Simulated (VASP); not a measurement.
# TePb (Fm-3m) in VASP: notebook, part 2 of 2

VASP 6.6.1. The steps go on from the part before.

**4. Single point, PBEsol**

File INCAR:

```
SYSTEM = TePb
PREC     = Accurate       ! precision mode
ENCUT    = 500            ! plane-wave cutoff, eV
EDIFF    = 1E-6           ! SCF threshold, eV
ISMEAR   = -1             ! smearing method
SIGMA    = 0.1            ! smearing width, eV
LREAL    = .FALSE.        ! projectors in reciprocal space
LASPH    = .TRUE.         ! aspherical terms in the spheres
NELM     = 120            ! most SCF steps
ALGO     = Normal         ! electronic algorithm
ISIF     = 2              ! what is computed and relaxed
LWAVE    = .FALSE.        ! write WAVECAR
LCHARG   = .FALSE.        ! write CHGCAR
GGA      = PS             ! functional
NBANDS   = 17             ! bands
GGA_COMPAT= .FALSE.
```

File KPOINTS:

```
Automatic mesh
0
G
  5 5 5
  0 0 0
```

File POSCAR:

```
TePb
1.0
    0.0000000000      3.1329470000      3.1329470000
    3.1329470000      0.0000000000      3.1329470000
    3.1329470000      3.1329470000      0.0000000000
Pb Te
1 1
Direct
    0.0000000000      0.0000000000      0.0000000000
    0.5000000000      0.5000000000      0.5000000000
```

Potentials or basis: VASP PAW PBE potentials, release 64 (Pb_d, Te).

Launch:

```console
> cat potpaw_PBE.64/Pb_d/POTCAR potpaw_PBE.64/Te/POTCAR > POTCAR
> mpirun -np 1 vasp_std > vasp.out
```

OUTCAR:

```text
SYSTEM = TePb
   PREC = Accurate
   ENCUT = 500
   EDIFF = 1E-6
   ISMEAR = -1
   LREAL = .FALSE.
   LASPH = .TRUE.
   NELM = 120
   ISIF = 2
   GGA = PS

 ion  position               nearest neighbor table
   1  0.000  0.000  0.000-   2 3.13   2 3.13   2 3.13   2 3.13   2 3.13   2 3.13
   2  0.500  0.500  0.500-   1 3.13   1 3.13   1 3.13   1 3.13   1 3.13   1 3.13

  LATTYP: Found a face centered cubic cell.
 ALAT       =     6.2658940000

  Lattice vectors:

[... 367 lines left out ...]
     17      16.9958      0.00000

------------------------ aborting loop because EDIFF is reached ----------------------------------------

  FORCE on cell =-STRESS in cart. coord.  units (eV):
  Direction    XX          YY          ZZ          XY          YZ          ZX
  --------------------------------------------------------------------------------------
  -------------------------------------------------------------------------------------
  Total        1.7176894      1.7176894      1.7176894     -0.0000000      0.0000000      0.0000000
  in kB       44.7472229     44.7472229     44.7472229     -0.0000000      0.0000000      0.0000000
  external PRESSURE =      44.7472229 kB  Pullay stress =       0.0000000 kB

 VOLUME and BASIS-vectors are now :
 -----------------------------------------------------------------------------
  energy-cutoff  :      500.00
  volume of cell :       61.50
      direct lattice vectors                 reciprocal lattice vectors
     0.000000000  3.132947000  3.132947000    -0.159594146  0.159594146  0.159594146
     3.132947000  0.000000000  3.132947000     0.159594146 -0.159594146  0.159594146
     3.132947000  3.132947000  0.000000000     0.159594146  0.159594146 -0.159594146

 POSITION                                       TOTAL-FORCE (eV/Angst)
 -----------------------------------------------------------------------------------
      0.00000      0.00000      0.00000         0.000000      0.000000      0.000000
      3.13295      3.13295      3.13295        -0.000000     -0.000000     -0.000000
 -----------------------------------------------------------------------------------
    total drift:                                0.000000     -0.000000     -0.000000

  FREE ENERGIE OF THE ION-ELECTRON SYSTEM (eV)
  ---------------------------------------------------
  free  energy   TOTEN  =        -8.1908396923 eV

  energy  without entropy=       -8.1895038056  energy(sigma->0) =       -8.19017175
```

OSZICAR:

```text
N       E                     dE             d eps       ncg     rms          rms(c)
DAV:   1     0.149207217260E+03    0.14921E+03   -0.90166E+03   340   0.112E+03
DAV:   2     0.148385417228E+01   -0.14772E+03   -0.14273E+03   351   0.292E+02
DAV:   3    -0.802778399851E+01   -0.95116E+01   -0.94665E+01   448   0.815E+01
DAV:   4    -0.826897751423E+01   -0.24119E+00   -0.24108E+00   399   0.141E+01
DAV:   5    -0.828143376558E+01   -0.12456E-01   -0.12456E-01   492   0.309E+00    0.444E+00
DAV:   6    -0.819665836295E+01    0.84775E-01   -0.16840E-01   505   0.348E+00    0.278E+00
DAV:   7    -0.819116152598E+01    0.54968E-02   -0.64329E-02   445   0.149E+00    0.883E-01
DAV:   8    -0.819081707575E+01    0.34445E-03   -0.80416E-03   433   0.904E-01    0.158E-01
DAV:   9    -0.819084636013E+01   -0.29284E-04   -0.64625E-04   494   0.272E-01    0.290E-02
DAV:  10    -0.819083891935E+01    0.74408E-05   -0.65099E-05   431   0.764E-02    0.169E-02
DAV:  11    -0.819083994679E+01   -0.10274E-05   -0.23114E-05   461   0.436E-02    0.198E-02
DAV:  12    -0.819083969227E+01    0.25452E-06   -0.18695E-06   313   0.932E-03
   1 F= -.81908397E+01 E0= -.81901717E+01  d E =-.133589E-02
```

stdout:

```text
POSCAR found type information on POSCAR PbTe
 POSCAR found :  2 types and       2 ions
 scaLAPACK will be used
 -----------------------------------------------------------------------------
|                                                                             |
|                                                                             |
|     You enforced a specific xc type in the INCAR file but a different       |
|     I HOPE YOU KNOW WHAT YOU ARE DOING!                                     |
|                                                                             |
 -----------------------------------------------------------------------------

 LDA part: xc-table for (Slater+PW92), standard interpolation
 POSCAR, INCAR and KPOINTS ok, starting setup
 FFT: planning ... GRIDC
 FFT: planning ... GRID_SOFT
 FFT: planning ... GRID
 WAVECAR not read
 entering main loop
```

Wall time 7.4 s (1 thread of Intel Xeon Platinum 8488C (Sapphire Rapids), shared host); peak memory 0.17 GiB.

What came out:

| Item | Value |
| --- | --- |
| Free energy | -8.1908 eV |
| Pressure | 4.5 GPa |

Levels at points of the mesh, in eV from the Fermi level:
```csv
k point,band 7,band 8,band 9,band 10,band 11,band 12,band 13,band 14
"(0.00, 0.00, 0.00)",-5.73,-2.07,-2.07,-2.07,3.78,3.78,3.78,5.17
```

Caveat: this odd mesh misses L, where the gap lies, so gap, dielectric constants and Born charges aren't listed; the PAW data sets were made with another functional, which shifts forces and pressure a little; spin-orbit coupling is left out, which moves the levels of the heavy elements.

**5. The runs side by side**

```csv
level,smearing,pressure (GPa)
PBEsol,fermi-dirac 0.0309 eV,4.5
PBEsol+D3(BJ),fermi-dirac 0.0309 eV,2.1
PBEsol,fermi-dirac 0.1 eV,4.5
```

Alike in all rows: task single point; potentials or basis VASP PAW PBE potentials, release 64 (Pb_d, Te); no spin polarisation; cell as given; k mesh 5 × 5 × 5; cutoff (eV) 500.

The pressure there spans 2.1 GPa (PBEsol+D3(BJ)) to 4.5 GPa (PBEsol); a positive pressure means that this level wants a larger cell, a negative one a smaller.

Caveats: the PAW data sets were made with another functional, which shifts forces and pressure a little; spin-orbit coupling is left out, which moves the levels of the heavy elements.

Total energies depend on the potentials used, so only differences within one code and one set of settings carry meaning.
